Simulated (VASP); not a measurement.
Wanted: the native input for a VASP 6.6.1 run.

- Task: relaxation of cell and atoms
- Functional: r2SCAN
- Potentials or basis: VASP PAW PBE potentials, release 64 (Be, C)
- Cutoff: 600 eV
- k mesh: 12 × 12 × 8
- Occupations: gaussian, width 0.1 eV
- Spin: no spin polarisation
- Dipole correction: no
- Further INCAR settings: ALGO = Normal; EDIFF = 1e-06; IBRION = 2; EDIFFG = -0.01; NSW = 100; ISIF = 3

Crystal: Be3C2.

```
CELL_PARAMETERS angstrom
3.02458 0.00000 0.00000
-1.51229 2.61936 0.00000
0.00000 0.00000 4.50162
ATOMIC_POSITIONS crystal
Be 0.00000 0.00000 0.00000
Be 0.33333 0.66667 0.67190
Be 0.66667 0.33333 0.32810
C 0.33333 0.66667 0.24603
C 0.66667 0.33333 0.75397
```

These files were run (other wordings do the same):

POSCAR

```
Be3C2
1.0
    3.0245756991      0.0000000000      0.0000000000
   -1.5122878495      2.6193593911      0.0000000000
    0.0000000000      0.0000000000      4.5016156625
Be C
3 2
Direct
    0.0000000000      0.0000000000      0.0000000000
    0.3333333333      0.6666666667      0.6718969364
    0.6666666667      0.3333333333      0.3281030636
    0.3333333333      0.6666666667      0.2460323609
    0.6666666667      0.3333333333      0.7539676391
```

INCAR.step1

```
PREC     = Accurate       # precision mode
ENCUT    = 600            # plane-wave cutoff, eV
ISMEAR   = 0              # smearing method
SIGMA    = 0.1            # smearing width, eV
LREAL    = False          # projectors in reciprocal space
LASPH    = True           # aspherical terms in the spheres
NELM     = 80             # most SCF steps
GGA      = PE             # functional
ALGO     = Normal         # electronic algorithm
EDIFF    = 1E-4           # SCF threshold, eV
LWAVE    = True           # write WAVECAR
LCHARG   = False          # write CHGCAR
```

INCAR.step2

```
PREC     = Accurate       # precision mode
ENCUT    = 600            # plane-wave cutoff, eV
EDIFF    = 1E-6           # SCF threshold, eV
ISMEAR   = 0              # smearing method
SIGMA    = 0.1            # smearing width, eV
LREAL    = False          # projectors in reciprocal space
LASPH    = True           # aspherical terms in the spheres
NELM     = 80             # most SCF steps
ALGO     = Normal         # electronic algorithm
ISIF     = 3              # what is computed and relaxed
LWAVE    = False          # write WAVECAR
LCHARG   = False          # write CHGCAR
METAGGA  = R2SCAN         # meta-GGA
LMIXTAU  = True         
IBRION   = 2              # ionic algorithm
NSW      = 100            # ionic steps
EDIFFG   = -0.01          # ionic threshold
ISTART   = 1
```

KPOINTS

```
regular mesh
0
Gamma
  12 12 8
```

Potentials or basis: VASP PAW PBE potentials, release 64 (Be, C).

The run is started by

```sh
$ cat potpaw_PBE.64/Be/POTCAR potpaw_PBE.64/C/POTCAR > POTCAR
$ cp INCAR.step1 INCAR
$ mpirun -np 1 vasp_std > vasp.out
$ cp INCAR.step2 INCAR
$ mpirun -np 1 vasp_std > vasp.out
```

Results of the run:

- Relaxed volume: 7.15 Å³/atom
- Relaxed cell: a = 3.028 Å, b = 3.028 Å, c = 4.503 Å, α = 90.00°, β = 90.00°, γ = 120.00°
- Space group after relaxing (to 0.1 Å): P-3m1 (No. 164)
- Energy gained by relaxing: 0.2 meV/atom
- Ionic steps: 4
- Pressure after relaxing: 0.0 GPa
- Largest force after relaxing: 0.009 eV/Å
- Band gap on the k mesh: zero (bands 7 and 8 overlap by 3.25 eV)

Caveat: the PAW data sets were made with another functional, which shifts forces and pressure a little.

Run time: 7.7 min on 1 thread of Intel Xeon 8259CL, on a shared host, peak memory 0.2 GiB.
